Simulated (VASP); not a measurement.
A run of VASP 6.6.1:

INCAR

```
SYSTEM = LiF
ALGO     = Normal         ! electronic algorithm
EDIFF    = 1E-6           ! SCF threshold, eV
ENCUT    = 520            ! plane-wave cutoff, eV
GGA      = PE             ! functional
ISIF     = 2              ! what is computed and relaxed
ISMEAR   = 0              ! smearing method
LASPH    = .TRUE.         ! aspherical terms in the spheres
LCHARG   = .FALSE.        ! write CHGCAR
LREAL    = .FALSE.        ! projectors in reciprocal space
LWAVE    = .FALSE.        ! write WAVECAR
NBANDS   = 18             ! bands
NELM     = 100            ! most SCF steps
PREC     = Accurate       ! precision mode
SIGMA    = 0.05           ! smearing width, eV
```

The input KPOINTS:

```
k-points
0
G
  9 9 6
  0 0 0
```

POSCAR

```
LiF
1.0
    3.0619407579      0.0000000000      0.0000000000
   -1.5309703789      2.6517184812      0.0000000000
    0.0000000000      0.0000000000      5.1088481545
Li F
2 2
Direct
    0.3333333333      0.6666666667      0.3402706354
    0.6666666667      0.3333333333      0.8402706354
    0.3333333333      0.6666666667      0.9939266766
    0.6666666667      0.3333333333      0.4939266766
```

Potentials or basis: VASP PAW PBE potentials, release 64 (Li_sv, F).

Launch:

```console
$ cat potpaw_PBE.64/Li_sv/POTCAR potpaw_PBE.64/F/POTCAR > POTCAR
$ mpirun -np 1 vasp_std > vasp.out
```

Hardware: 1 thread of AMD EPYC 9R45 (Zen 5), with other jobs on the host.

Question: Estimate the wall time of this run.

Answer: Wall time 31 s on 1 thread of AMD EPYC 9R45 (Zen 5) (shared host), peak memory 0.13 GiB. Counts: scf iterations 13, k points 48.
